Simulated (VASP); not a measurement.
A run of VASP 6.6.1 is set up as follows.

File INCAR:

```
PREC = Accurate
ENCUT = 520
EDIFF = 1E-7
ISMEAR = -1
SIGMA = 0.15
LREAL = False
LASPH = True
NELM = 80
ALGO = Normal
ISIF = 2
LWAVE = False
LCHARG = False
GGA = PS
NBANDS = 26
```

The input KPOINTS:

```
Automatic mesh
0
Gamma
  12 12 12
```

Contents of POSCAR:

```
AlCu3
1.0
    3.6564768212      0.0000000000      0.0000000000
    0.0000000000      3.6564768212      0.0000000000
    0.0000000000      0.0000000000      3.6564768212
Al Cu
1 3
Direct
    0.0000000000      0.0000000000      0.0000000000
    0.5000000000      0.5000000000      0.0000000000
    0.5000000000      0.0000000000      0.5000000000
    0.0000000000      0.5000000000      0.5000000000
```

Potentials or basis: VASP PAW PBE potentials, release 64 (Al, Cu).

Launch:

```bash
$ cat potpaw_PBE.64/Al/POTCAR potpaw_PBE.64/Cu/POTCAR > POTCAR
$ mpirun -np 1 vasp_std > vasp.out
```

Task: Estimate the band gap on the k mesh.

Result: Zero (bands 18 and 19 overlap by 5.46 eV).

Task: Predict the pressure.

Result: -2.3 GPa.

Caveat: the PAW data sets were made with another functional, which shifts forces and pressure a little.
